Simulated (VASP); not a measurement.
# Li (R-3m) in VASP: a series of runs

Li is run at these levels: PBE; tasks: electric field gradients.

All numbers are computed with VASP 6.6.1; they aren't measurements. Logs are shortened: lines on timing, memory, paths and dates and some standing lists are left out, and cuts for length are marked.

**1. The cell of the first run**

Symmetry: R-3m, No. 166, trigonal system. Conventional cell: a = 3.067 Å, b = 3.067 Å, c = 7.857 Å, α = 90.00°, β = 90.00°, γ = 120.00°. Li (site symmetry -3m) has 12 Li at 3.07 to 3.16 Å within 4.0 Å.

**2. Electric field gradients, PBE (equal xy, yz and zx shear strains of +3 %)**

INCAR reads:

```
SYSTEM = Li
PREC = Accurate ; ENCUT = 520
EDIFF = 1E-8 ; ISMEAR = -1
SIGMA = 0.08 ; LREAL = .FALSE.
LASPH = .TRUE. ; NELM = 100
ALGO = Normal ; ISIF = 2
LWAVE = .FALSE. ; LCHARG = .FALSE.
GGA = PE ; LEFG = .TRUE.
NBANDS = 8
```

KPOINTS reads:

```
regular mesh
0
G
  13 13 13
  0 0 0
```

POSCAR reads:

```
Li
1.0
    0.0660600000      2.2350300000      2.2350300000
    2.2350300000      0.0660600000      2.2350300000
    2.2350300000      2.2350300000      0.0660600000
Li
1
Direct
    0.0000000000      0.0000000000      0.0000000000
```

Potentials or basis: VASP PAW PBE potentials, release 64 (Li_sv).

The run is started by

```bash
cat potpaw_PBE.64/Li_sv/POTCAR > POTCAR
mpirun -np 1 vasp_std > vasp.out
```

OUTCAR:

```text
SYSTEM = Li
   PREC = Accurate
   ENCUT = 520
   EDIFF = 1E-8
   ISMEAR = -1
   LREAL = .FALSE.
   LASPH = .TRUE.
   NELM = 100
   ISIF = 2
   GGA = PE

 ion  position               nearest neighbor table
   1  0.000  0.000  0.000-

  LATTYP: Found a trigonal (rhomboedric) cell.
 ALAT       =     3.1614999803
 COS(alpha) =     0.5293254421

  Lattice vectors:

 A1 = (   0.0660600000,   2.2350300000,   2.2350300000)
 A2 = (   2.2350300000,   0.0660600000,   2.2350300000)
 A3 = (   2.2350300000,   2.2350300000,   0.0660600000)

Analysis of symmetry for initial positions (statically):
=====================================================================
 Subroutine PRICEL returns:
 Original cell was already a primitive cell.

 Routine SETGRP: Setting up the symmetry group for a
 trigonal (rhombohedral) supercell.

 Subroutine GETGRP returns: Found 12 space group operations
 (whereof 12 operations were pure point group operations)
 out of a pool of 12 trial point group operations.

The static configuration has the point symmetry D_3d.

Analysis of symmetry for dynamics (positions and initial velocities):
=====================================================================
 Subroutine PRICEL returns:
 Original cell was already a primitive cell.

 Routine SETGRP: Setting up the symmetry group for a
 trigonal (rhombohedral) supercell.

 Subroutine GETGRP returns: Found 12 space group operations
 (whereof 12 operations were pure point group operations)
 out of a pool of 12 trial point group operations.

The dynamic configuration has the point symmetry D_3d.

 Subroutine INISYM returns: Found 12 space group operations
 (whereof 12 operations are pure point group operations),
 and found     1 'primitive' translations

----------------------------------------------------------------------------------------

                                     Primitive cell

  volume of cell :      21.3399

  direct lattice vectors                    reciprocal lattice vectors
     0.066060000  2.235030000  2.235030000    -0.233881314  0.227167018  0.227167018
     2.235030000  0.066060000  2.235030000     0.227167018 -0.233881314  0.227167018
     2.235030000  2.235030000  0.066060000     0.227167018  0.227167018 -0.233881314

  length of vectors
     3.161499980  3.161499980  3.161499980     0.397379135  0.397379135  0.397379135

  position of ions in fractional coordinates (direct lattice)
     0.000000000  0.000000000  0.000000000

  ion indices of the primitive-cell ions
   primitive index   ion index
                 1           1

----------------------------------------------------------------------------------------

 KPOINTS: regular mesh

Automatic generation of k-mesh.
 Grid dimensions read from file:
 generate k-points for:   13   13   13

 Generating k-lattice:

  Cartesian coordinates                     Fractional coordinates (reciprocal lattice)
    -0.017990870  0.017474386  0.017474386     0.076923077  0.000000000  0.000000000
     0.017474386 -0.017990870  0.017474386     0.000000000  0.076923077  0.000000000
     0.017474386  0.017474386 -0.017990870     0.000000000  0.000000000  0.076923077

  Length of vectors
     0.030567626  0.030567626  0.030567626

  Shift w.r.t. Gamma in fractional coordinates (k-lattice)
     0.000000000  0.000000000  0.000000000

 Subroutine IBZKPT returns following result:
 ===========================================

 Found    231 irreducible k-points:

 Following reciprocal coordinates:
            Coordinates               Weight
  0.000000  0.000000  0.000000      1.000000
  0.076923 -0.000000 -0.000000      6.000000
  0.153846 -0.000000 -0.000000      6.000000
  0.230769  0.000000  0.000000      6.000000
  0.307692 -0.000000 -0.000000      6.000000
  0.384615  0.000000  0.000000      6.000000
[... 16 lines left out ...]
  0.384615  0.153846 -0.000000     12.000000
  0.461538  0.153846 -0.000000     12.000000
 [... further k-points ...]
   k-points           NKPTS =    231   k-points in BZ     NKDIM =    231   number of bands    NBANDS=      8
   number of dos      NEDOS =    301   number of ions     NIONS =      1
   total plane-waves  NPLWV =  13824
   dimension x,y,z NGX =    24 NGY =   24 NGZ =   24
   dimension x,y,z NGXF=    48 NGYF=   48 NGZF=   48
   ions per type =               1
   NGX,Y,Z   is equivalent  to a cutoff of  12.62, 12.62, 12.62 a.u.
   NGXF,Y,Z  is equivalent  to a cutoff of  25.24, 25.24, 25.24 a.u.
 SYSTEM =  Li
   PREC   = accura    normal or accurate (medium, high low for compatibility)
   ISTART =      0    job   : 0-new  1-cont  2-samecut
   ICHARG =      2    charge: 1-file 2-atom 10-const
   ISPIN  =      1    spin polarized calculation?
   LNONCOLLINEAR =      F non collinear calculations
   LSORBIT =      F    spin-orbit coupling
   LASPH  =      T    aspherical Exc in radial PAW
   ENCUT  =  520.0 eV  38.22 Ry    6.18 a.u.   5.88  5.88  5.88*2*pi/ulx,y,z
   NELM   =    100;   NELMIN=  2; NELMDL= -5     # of ELM steps
   EDIFF  = 0.1E-07   stopping-criterion for ELM
   LREAL  =      F    real-space projection
   EDIFFG = 0.1E-06   stopping-criterion for IOM
   NSW    =      0    number of steps for IOM
   IBRION =     -1    ionic relax: 0-MD 1-quasi-New 2-CG
   NFREE  =      0    steps in history (QN), initial steepest desc. (CG)
   ISIF   =      2    stress and relaxation
   ISYM   =      2    0-nonsym 1-usesym 2-fastsym
   POTIM  = 0.5000    time-step for ionic-motion
   TEBEG  =    0.0;   TEEND  =   0.0 temperature during run
   PSTRESS=    0.0 pullay stress
   NELECT =       3.0000    total number of electrons
   NUPDOWN=      -1.0000    fix difference up-down
   EMIN   =  10.00;   EMAX   =-10.00  energy-range for DOS
   EFERMI =   0.00;   METHOD = LEGACY
   ISMEAR =    -1;   SIGMA  =   0.08  broadening in eV -4-tet -1-fermi 0-gaus
   EFERMI_NEDOS =   21; number of points for ismear=-14 and -15
   IALGO  =     38    algorithm
   IMIX   =      4    mixing-type and parameters
     AMIX     =   0.40;   BMIX     =  1.00
     AMIX_MAG =   1.60;   BMIX_MAG =  1.00
  volume/ion in A,a.u.               =      21.34       144.01
  Fermi-wavevector in a.u.,A,eV,Ry     =   0.851239  1.608608  9.858882  0.724607
  Thomas-Fermi vector in A             =   1.967341
   LORBIT       =      0    0 simple, 1 ext, 2 COOP (PROOUT), +10 PAW based schemes
   GGA     = PE    functional components
   LHFCALC =     F    Hartree Fock is set to
   AEXX    =    0.0000 exact exchange contribution
   IVDW    =     0    specifies the selected vdW correction
   LEPSILON=     F    determine dielectric tensor
   LRPA    =     F    only Hartree local field effects (RPA)
 non-spin polarized calculation
  energy-cutoff  :      520.00
  volume of cell :       21.34
 maximum number of plane-waves:       592
   NGX = 11   NGY = 11   NGZ = 11

 number of electron       3.0000001 magnetization

 Free energy of the ion-electron system (eV)
  ---------------------------------------------------
  ext. energy  EPLUGINS =         0.00000000
  ---------------------------------------------------
  free energy    TOTEN  =        -1.90609262 eV

  energy without entropy =       -1.89461406  energy(sigma->0) =       -1.90035334

 E-fermi :   0.4992     XC(G=0):  -6.9202

 val. band max:        0.4829311493   @ k =  -0.2308   0.2308   0.2308
 cond. band min:       0.5142155843   @ k =  -0.3077   0.2308   0.0000
 fundamental gap:      0.0312844350
 Fermi energy:         0.4991592504

 k-point     1 :       0.0000    0.0000    0.0000
  band No.  band energies     occupation
      1     -46.1376      2.00000
      2      -3.0075      2.00000
      3      13.6008      0.00000
      4      14.6382      0.00000
      5      14.6382      0.00000
      6      17.1980      0.00000
      7      18.5880      0.00000
      8      18.5880      0.00000

 k-point     2 :       0.0769   -0.0000   -0.0000
  band No.  band energies     occupation
      1     -46.1367      2.00000
      2      -2.9018      2.00000
      3      13.3620      0.00000
      4      13.6090      0.00000
      5      14.3855      0.00000
      6      17.4582      0.00000
      7      17.7341      0.00000
      8      19.0095      0.00000
[... 221 lines left out ...]
 k-point    23 :       0.3846    0.1538   -0.0000
  band No.  band energies     occupation
      1     -46.1245      2.00000
      2      -0.6702      2.00000
      3       6.4177      0.00000
      4      10.4928      0.00000
      5      11.9122      0.00000
      6      13.9613      0.00000
      7      18.5675      0.00000
      8      20.2208      0.00000

 k-point    24 :       0.4615    0.1538   -0.0000
  band No.  band energies     occupation
      1     -46.1219      2.00000
      2       0.2721      1.88940
      3       4.6495      0.00000
      4      10.6074      0.00000
      5      11.0876      0.00000
      6      13.9937      0.00000
      7      19.1674      0.00000
      8      20.1331      0.00000

 [... further k-points ...]

------------------------ aborting loop because EDIFF is reached ----------------------------------------

  FORCE on cell =-STRESS in cart. coord.  units (eV):
  Direction    XX          YY          ZZ          XY          YZ          ZX
  --------------------------------------------------------------------------------------
  -------------------------------------------------------------------------------------
  Total       -0.0977179     -0.0977179     -0.0977179     -0.0312535     -0.0312535     -0.0312535
  in kB       -7.3365737     -7.3365737     -7.3365737     -2.3464846     -2.3464846     -2.3464846
  external PRESSURE =      -7.3365737 kB  Pullay stress =       0.0000000 kB

 VOLUME and BASIS-vectors are now :
 -----------------------------------------------------------------------------
  energy-cutoff  :      520.00
  volume of cell :       21.34
      direct lattice vectors                 reciprocal lattice vectors
     0.066060000  2.235030000  2.235030000    -0.233881314  0.227167018  0.227167018
     2.235030000  0.066060000  2.235030000     0.227167018 -0.233881314  0.227167018
     2.235030000  2.235030000  0.066060000     0.227167018  0.227167018 -0.233881314

 POSITION                                       TOTAL-FORCE (eV/Angst)
 -----------------------------------------------------------------------------------
      0.00000      0.00000      0.00000         0.000000      0.000000     -0.000000
 -----------------------------------------------------------------------------------
    total drift:                               -0.000000      0.000000     -0.000000

  FREE ENERGIE OF THE ION-ELECTRON SYSTEM (eV)
  ---------------------------------------------------
  free  energy   TOTEN  =        -1.9060926213 eV

  energy  without entropy=       -1.8946140601  energy(sigma->0) =       -1.90035334

 Electric field gradients (V/A^2)
---------------------------------------------------------------------
 ion       V_xx      V_yy      V_zz      V_xy      V_xz      V_yz
---------------------------------------------------------------------
   1      -0.000    -0.000    -0.000    -0.129    -0.129    -0.129
---------------------------------------------------------------------

 Electric field gradients after diagonalization (V/A^2)
 (convention: |V_zz| > |V_xx| > |V_yy|)
----------------------------------------------------------------------
 ion       V_xx      V_yy      V_zz     asymmetry (V_yy - V_xx)/ V_zz
----------------------------------------------------------------------
   1       0.129     0.129    -0.258       0.000
----------------------------------------------------------------------

           NMR quadrupolar parameters

 Cq : quadrupolar parameter    Cq=e*Q*V_zz/h
 eta: asymmetry parameters     (V_yy - V_xx)/ V_zz
 Q  : nuclear electric quadrupole moment in mb (millibarn)
----------------------------------------------------------------------
 ion       Cq(MHz)       eta       Q (mb)
----------------------------------------------------------------------
   1      -0.001       0.000       1.000
----------------------------------------------------------------------
```

Wall time 24 s (1 thread of Intel Xeon 8259CL, shared host); peak memory 0.15 GiB.

What came out:

```yaml
Free_energy: -1.9061 eV
Band_gap_on_the_k_mesh: zero (an odd number of electrons rules out a gap without spin polarisation)
Largest_electric_field_gradient_by_atom: Li -0.26 V/Å²
```

Levels at points of the mesh, in eV from the Fermi level:
```tsv
k point	band 1	band 2	band 3	band 4	band 5	band 6
(0.00, 0.00, 0.00)	-46.64	-3.51	13.10	14.14	14.14	16.70
```

Caveat: the cell differs from its parent crystal (equal xy, yz and zx shear strains of +3 %); the cutoff is under 1.25 times the usual one of these potentials, so pressure, stress and relaxed cells hold a basis-set (Pulay) error; without QUAD_EFG the Cq values of the log hold for a quadrupole moment of 1 mb, not for the nuclei.

[end of part 1 of 2]
